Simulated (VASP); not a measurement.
# Al2Au (Fm-3m) in VASP: notebook, part 2 of 2

VASP 6.6.1. Earlier steps stand in the parts before.

### Step 3. Single point, r2SCAN

This run uses another cell than the first one, of 17.73 Å³/atom, 1.021 times its volume.

POSCAR reads:

```
Al2Au
1.0
    0.0000000000      2.9851497900      2.9851497900
    2.9851497900      0.0000000000      2.9851497900
    2.9851497900      2.9851497900      0.0000000000
Al Au
2 1
Direct
    0.2500000000      0.2500000000      0.2500000000
    0.7500000000      0.7500000000      0.7500000000
    0.0000000000      0.0000000000      0.0000000000
```

INCAR.step1 reads:

```
SYSTEM = Al2Au
PREC = Accurate
ENCUT = 520
ISMEAR = -1
SIGMA = 0.1
LREAL = .False.
LASPH = .True.
NELM = 80
NBANDS = 16
GGA = PE
ALGO = Normal
EDIFF = 1E-4
LWAVE = .True.
LCHARG = .False.
```

INCAR.step2 reads:

```
SYSTEM = Al2Au
PREC = Accurate
ENCUT = 520
EDIFF = 1E-6
ISMEAR = -1
SIGMA = 0.1
LREAL = .False.
LASPH = .True.
NELM = 80
ALGO = Normal
ISIF = 2
LWAVE = .False.
LCHARG = .False.
METAGGA = R2SCAN
LMIXTAU = .True.
NBANDS = 16
ISTART = 1
```

KPOINTS reads:

```
regular mesh
0
Gamma
  10 10 10
  0 0 0
```

Potentials or basis: VASP PAW PBE potentials, release 64 (Al, Au).

On the command line:

```console
> cat potpaw_PBE.64/Al/POTCAR potpaw_PBE.64/Au/POTCAR > POTCAR
> cp INCAR.step1 INCAR
> mpirun -np 1 vasp_std > vasp.out
> cp INCAR.step2 INCAR
> mpirun -np 1 vasp_std > vasp.out
```

OUTCAR:

```text
SYSTEM = Al2Au
   PREC = Accurate
   ENCUT = 520
   EDIFF = 1E-6
   ISMEAR = -1
   LREAL = .False.
   LASPH = .True.
   NELM = 80
   ISIF = 2
   METAGGA = R2SCAN
   ISTART = 1

 ion  position               nearest neighbor table
   1  0.250  0.250  0.250-   3 2.59   3 2.59   3 2.59   3 2.59   2 2.99   2 2.99   2 2.99   2 2.99
                             2 2.99   2 2.99
   2  0.750  0.750  0.750-   3 2.59   3 2.59   3 2.59   3 2.59   1 2.99   1 2.99   1 2.99   1 2.99
                             1 2.99   1 2.99
   3  0.000  0.000  0.000-   2 2.59   2 2.59   2 2.59   1 2.59   2 2.59   1 2.59   1 2.59   1 2.59

  LATTYP: Found a face centered cubic cell.
 ALAT       =     5.9702995800

  Lattice vectors:

 A1 = (   0.0000000000,   2.9851497900,   2.9851497900)
 A2 = (   2.9851497900,   0.0000000000,   2.9851497900)
 A3 = (   2.9851497900,   2.9851497900,   0.0000000000)

Analysis of symmetry for initial positions (statically):
=====================================================================
 Subroutine PRICEL returns:
 Original cell was already a primitive cell.

 Routine SETGRP: Setting up the symmetry group for a
 face centered cubic supercell.

 Subroutine GETGRP returns: Found 48 space group operations
 (whereof 48 operations were pure point group operations)
 out of a pool of 48 trial point group operations.

The static configuration has the point symmetry O_h .

Analysis of symmetry for dynamics (positions and initial velocities):
=====================================================================
 Subroutine PRICEL returns:
 Original cell was already a primitive cell.

 Routine SETGRP: Setting up the symmetry group for a
 face centered cubic supercell.

 Subroutine GETGRP returns: Found 48 space group operations
 (whereof 48 operations were pure point group operations)
 out of a pool of 48 trial point group operations.

The dynamic configuration has the point symmetry O_h .

 Subroutine INISYM returns: Found 48 space group operations
 (whereof 48 operations are pure point group operations),
 and found     1 'primitive' translations

----------------------------------------------------------------------------------------

                                     Primitive cell

  volume of cell :      53.2021

  direct lattice vectors                    reciprocal lattice vectors
     0.000000000  2.985149790  2.985149790    -0.167495783  0.167495783  0.167495783
     2.985149790  0.000000000  2.985149790     0.167495783 -0.167495783  0.167495783
     2.985149790  2.985149790  0.000000000     0.167495783  0.167495783 -0.167495783

  length of vectors
     4.221639319  4.221639319  4.221639319     0.290111205  0.290111205  0.290111205

  position of ions in fractional coordinates (direct lattice)
     0.250000000  0.250000000  0.250000000
     0.750000000  0.750000000  0.750000000
     0.000000000  0.000000000  0.000000000

  ion indices of the primitive-cell ions
   primitive index   ion index
                 1           1
                 2           2
                 3           3

----------------------------------------------------------------------------------------

 KPOINTS: regular mesh

Automatic generation of k-mesh.
 Grid dimensions read from file:
 generate k-points for:   10   10   10

 Generating k-lattice:

  Cartesian coordinates                     Fractional coordinates (reciprocal lattice)
    -0.016749578  0.016749578  0.016749578     0.100000000  0.000000000  0.000000000
     0.016749578 -0.016749578  0.016749578     0.000000000  0.100000000  0.000000000
     0.016749578  0.016749578 -0.016749578     0.000000000  0.000000000  0.100000000

  Length of vectors
     0.029011121  0.029011121  0.029011121

  Shift w.r.t. Gamma in fractional coordinates (k-lattice)
     0.000000000  0.000000000  0.000000000

 Subroutine IBZKPT returns following result:
 ===========================================

 Found     47 irreducible k-points:

 Following reciprocal coordinates:
            Coordinates               Weight
  0.000000  0.000000  0.000000      1.000000
  0.100000  0.000000  0.000000      8.000000
  0.200000  0.000000  0.000000      8.000000
  0.300000  0.000000  0.000000      8.000000
  0.400000  0.000000  0.000000      8.000000
  0.500000  0.000000  0.000000      4.000000
[... 16 lines left out ...]
  0.300000  0.300000  0.000000      6.000000
  0.400000  0.300000  0.000000     24.000000
 [... further k-points ...]
   k-points           NKPTS =     47   k-points in BZ     NKDIM =     47   number of bands    NBANDS=     16
   number of dos      NEDOS =    301   number of ions     NIONS =      3
   total plane-waves  NPLWV =  32768
   dimension x,y,z NGX =    32 NGY =   32 NGZ =   32
   dimension x,y,z NGXF=    64 NGYF=   64 NGZF=   64
   ions per type =               2   1
   NGX,Y,Z   is equivalent  to a cutoff of  12.60, 12.60, 12.60 a.u.
   NGXF,Y,Z  is equivalent  to a cutoff of  25.20, 25.20, 25.20 a.u.
 SYSTEM =  Al2Au
   PREC   = accura    normal or accurate (medium, high low for compatibility)
   ISTART =      1    job   : 0-new  1-cont  2-samecut
   ICHARG =      0    charge: 1-file 2-atom 10-const
   ISPIN  =      1    spin polarized calculation?
   LNONCOLLINEAR =      F non collinear calculations
   LSORBIT =      F    spin-orbit coupling
   LASPH  =      T    aspherical Exc in radial PAW
   ENCUT  =  520.0 eV  38.22 Ry    6.18 a.u.   7.85  7.85  7.85*2*pi/ulx,y,z
   NELM   =     80;   NELMIN=  2; NELMDL=  0     # of ELM steps
   EDIFF  = 0.1E-05   stopping-criterion for ELM
   LREAL  =      F    real-space projection
   EDIFFG = 0.1E-04   stopping-criterion for IOM
   NSW    =      0    number of steps for IOM
   IBRION =     -1    ionic relax: 0-MD 1-quasi-New 2-CG
   NFREE  =      0    steps in history (QN), initial steepest desc. (CG)
   ISIF   =      2    stress and relaxation
   ISYM   =      2    0-nonsym 1-usesym 2-fastsym
   POTIM  = 0.5000    time-step for ionic-motion
   TEBEG  =    0.0;   TEEND  =   0.0 temperature during run
   PSTRESS=    0.0 pullay stress
   NELECT =      17.0000    total number of electrons
   NUPDOWN=      -1.0000    fix difference up-down
   EMIN   =  10.00;   EMAX   =-10.00  energy-range for DOS
   EFERMI =   0.00;   METHOD = LEGACY
   ISMEAR =    -1;   SIGMA  =   0.10  broadening in eV -4-tet -1-fermi 0-gaus
   EFERMI_NEDOS =   21; number of points for ismear=-14 and -15
   IALGO  =     38    algorithm
   IMIX   =      4    mixing-type and parameters
     AMIX     =   0.40;   BMIX     =  1.00
     AMIX_MAG =   1.60;   BMIX_MAG =  1.00
  volume/ion in A,a.u.               =      17.73       119.68
  Fermi-wavevector in a.u.,A,eV,Ry     =   1.119219  2.115017 17.043349  1.252651
  Thomas-Fermi vector in A             =   2.255856
   LORBIT       =      0    0 simple, 1 ext, 2 COOP (PROOUT), +10 PAW based schemes
   METAGGA = R2SCAN    functional components
   LHFCALC =     F    Hartree Fock is set to
   AEXX    =    0.0000 exact exchange contribution
   IVDW    =     0    specifies the selected vdW correction
   LEPSILON=     F    determine dielectric tensor
   LRPA    =     F    only Hartree local field effects (RPA)
 non-spin polarized calculation
  energy-cutoff  :      520.00
  volume of cell :       53.20
 maximum number of plane-waves:      1459
   NGX = 15   NGY = 15   NGZ = 15

 number of electron      17.0000000 magnetization

 Free energy of the ion-electron system (eV)
  ---------------------------------------------------
  ext. energy  EPLUGINS =         0.00000000
  ---------------------------------------------------
  free energy    TOTEN  =       -65.55020562 eV

  energy without entropy =      -65.52309753  energy(sigma->0) =      -65.53665158

 E-fermi :   7.8700     XC(G=0): -11.3413

 val. band max:        7.8664840181   @ k =  -0.2000   0.1000   0.0000
 cond. band min:       7.8731102664   @ k =   0.5000   0.1000   0.0000
 fundamental gap:      0.0066262483
 Fermi energy:         7.8700414011

 k-point     1 :       0.0000    0.0000    0.0000
  band No.  band energies     occupation
      1      -3.3250      2.00000
      2       0.8577      2.00000
      3       0.8577      2.00000
      4       0.8577      2.00000
      5       1.8771      2.00000
      6       1.8771      2.00000
[... 433 lines left out ...]
      3       1.2818      2.00000
      4       1.4674      2.00000
      5       1.6755      2.00000
      6       2.1323      2.00000
[... 8 lines left out ...]
     15      17.5458      0.00000
     16      19.1508      0.00000

 [... further k-points ...]

------------------------ aborting loop because EDIFF is reached ----------------------------------------

  FORCE on cell =-STRESS in cart. coord.  units (eV):
  Direction    XX          YY          ZZ          XY          YZ          ZX
  --------------------------------------------------------------------------------------
  -------------------------------------------------------------------------------------
  Total        0.7286027      0.7286027      0.7286027      0.0000000     -0.0000000     -0.0000000
  in kB       21.9418366     21.9418366     21.9418366      0.0000000     -0.0000000     -0.0000000
  external PRESSURE =      21.9418366 kB  Pullay stress =       0.0000000 kB

 VOLUME and BASIS-vectors are now :
 -----------------------------------------------------------------------------
  energy-cutoff  :      520.00
  volume of cell :       53.20
      direct lattice vectors                 reciprocal lattice vectors
     0.000000000  2.985149790  2.985149790    -0.167495783  0.167495783  0.167495783
     2.985149790  0.000000000  2.985149790     0.167495783 -0.167495783  0.167495783
     2.985149790  2.985149790  0.000000000     0.167495783  0.167495783 -0.167495783

 POSITION                                       TOTAL-FORCE (eV/Angst)
 -----------------------------------------------------------------------------------
      1.49257      1.49257      1.49257        -0.000000     -0.000000     -0.000000
      4.47772      4.47772      4.47772         0.000000      0.000000      0.000000
      0.00000      0.00000      0.00000         0.000000      0.000000      0.000000
 -----------------------------------------------------------------------------------
    total drift:                                0.000000     -0.000000      0.000000

  FREE ENERGIE OF THE ION-ELECTRON SYSTEM (eV)
  ---------------------------------------------------
  free  energy   TOTEN  =       -65.5502056243 eV

  energy  without entropy=      -65.5230975279  energy(sigma->0) =      -65.53665158
```

Run time: 98 s. Hardware: 1 thread of Intel Xeon Platinum 8259CL at 2.50GHz (Skylake/Cascade Lake), shared host; peak memory 0.21 GiB.

Results:

* Free energy: -65.5502 eV
* Pressure: 2.2 GPa

Caveat: the PAW data sets were made with another functional, which shifts forces and pressure a little; spin-orbit coupling is left out, which moves the levels of the heavy elements.

### Step 4. Single point, r2SCAN

This run uses another cell than the first one, of 18.10 Å³/atom, 1.042 times its volume.

POSCAR reads:

```
Al2Au
1.0
    0.0000000000      3.0053203300      3.0053203300
    3.0053203300      0.0000000000      3.0053203300
    3.0053203300      3.0053203300      0.0000000000
Al Au
2 1
Direct
    0.2500000000      0.2500000000      0.2500000000
    0.7500000000      0.7500000000      0.7500000000
    0.0000000000      0.0000000000      0.0000000000
```

INCAR.step1 reads:

```
  PREC = Accurate
  ENCUT = 520
  ISMEAR = -1
  SIGMA = 0.1
  LREAL = False
  LASPH = True
  NELM = 100
  NBANDS = 16
  GGA = PE
  ALGO = Normal
  EDIFF = 1E-4
  LWAVE = True
  LCHARG = False
```

INCAR.step2 reads:

```
  PREC = Accurate
  ENCUT = 520
  EDIFF = 1E-7
  ISMEAR = -1
  SIGMA = 0.1
  LREAL = False
  LASPH = True
  NELM = 100
  ALGO = Normal
  ISIF = 2
  LWAVE = False
  LCHARG = True
  METAGGA = R2SCAN
  LMIXTAU = True
  LELF = True
  LVHAR = True
  NBANDS = 16
  ISTART = 1
```

KPOINTS reads:

```
regular mesh
0
Gamma
  10 10 10
```

On the command line:

```console
> cat potpaw_PBE.64/Al/POTCAR potpaw_PBE.64/Au/POTCAR > POTCAR
> cp INCAR.step1 INCAR
> mpirun -np 1 vasp_std > vasp.out
> cp INCAR.step2 INCAR
> mpirun -np 1 vasp_std > vasp.out
```

Run time: 1.7 min. Hardware: 1 thread of Intel Xeon Platinum 8259CL at 2.50GHz (Skylake/Cascade Lake), shared host; peak memory 0.21 GiB.

Results (log left out):

| Property | Result |
| --- | --- |
| Free energy | -65.5565 eV |
| Pressure | -0.3 GPa |

Levels at points of the mesh, in eV from the Fermi level:
```csv
k point,band 6,band 7,band 8,band 9,band 10,band 11,band 12,band 13
"(0.00, 0.00, 0.00)",-5.90,2.87,3.06,3.06,3.06,4.17,4.17,4.17
"(0.50, 0.00, 0.00)",-5.76,-5.70,0.35,0.35,3.82,4.04,4.10,4.10
"(0.50, 0.50, 0.00)",-5.57,-5.28,-2.23,-2.23,1.56,2.39,8.03,10.61
```

Caveat: the PAW data sets were made with another functional, which shifts forces and pressure a little; spin-orbit coupling is left out, which moves the levels of the heavy elements.

### Step 5. Overview

```csv
cell,gap on the mesh (eV),pressure (GPa)
"a = 4.193 Å, angles 60.0°, 3 atoms",none,5.0
"a = 4.222 Å, angles 60.0°, 3 atoms",none,2.2
"a = 4.250 Å, angles 60.0°, 3 atoms",none,-0.3
```

Alike in all rows: task single point; level r2SCAN; potentials or basis VASP PAW PBE potentials, release 64 (Al, Au); no spin polarisation; k mesh 10 × 10 × 10; cutoff (eV) 520; smearing fermi-dirac 0.1 eV.

Caveats: the PAW data sets were made with another functional, which shifts forces and pressure a little; spin-orbit coupling is left out, which moves the levels of the heavy elements.

Absolute energies hang on the potentials; compare differences alone.
